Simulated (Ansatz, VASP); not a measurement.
# SiC: VASP beside Ansatz

File INCAR:

```
SYSTEM = SiC
PREC = Accurate
ENCUT = 520
EDIFF = 1E-6
ISMEAR = -1
SIGMA = 0.02
LREAL = .FALSE.
LASPH = .TRUE.
NELM = 60
ALGO = Normal
ISIF = 2
LWAVE = .FALSE.
LCHARG = .FALSE.
GGA = PE
IBRION = 2
NSW = 80
EDIFFG = -0.02
```

Contents of KPOINTS:

```
Automatic mesh
0
G
  17 17 17
  0 0 0
```

POSCAR

```
SiC
1.0
    0.0000000000      2.1790000000      2.1790000000
    2.1790000000      0.0000000000      2.1790000000
    2.1790000000      2.1790000000      0.0000000000
Si C
1 1
Direct
    0.0000000000      0.0000000000      0.0000000000
    0.2500000000      0.2500000000      0.2500000000
```

Input for Ansatz:

```yaml
crystal:
  lattice:
    - [0.0, 2.179, 2.179]
    - [2.179, 0.0, 2.179]
    - [2.179, 2.179, 0.0]
  atoms:
    - { symbol: Si, position: [0.0, 0.0, 0.0] }
    - { symbol: C, position: [0.25, 0.25, 0.25] }
kpoints:
  mp_grid: { grid: [17, 17, 17] }
scf:
  occupations: { method: fermi_dirac, width: 0.02 }
hamiltonian:
  xc: pbe
  pseudopotentials: { kind: paw }
output:
  forces: true
  stress: true
  populations: true
  efg: { contact_densities: true }
  write_density: true
  write_potential: true
  elf: true
  volumetric_format: npy
relax:
  f_tol: 0.02
  max_steps: 60
```

Alike in both runs: task relaxation of the atoms; functional PBE; k mesh 17 × 17 × 17; occupations fermi-dirac, width 0.02 eV; no spin polarisation.

|  | VASP | Ansatz |
| --- | --- | --- |
| version | VASP 6.6.1 | Ansatz 0.2.0 |
| potentials or method | VASP PAW PBE potentials, release 64 (Si, C) | plane-wave PAW, scalar-relativistic |
| plane-wave cutoff (eV) | 520 | 420 |
| valence electrons in the cell | 8 | 8 |

```tsv
	VASP	Ansatz	Ansatz less VASP
gap on the k mesh at the Fermi level, each at its own relaxed structure (eV)	1.40	1.40	+0.002
```

Ansatz's warnings: stress scf threshold loose.

Noted on VASP's run: the relaxation stopped at its first step, so nothing moved.
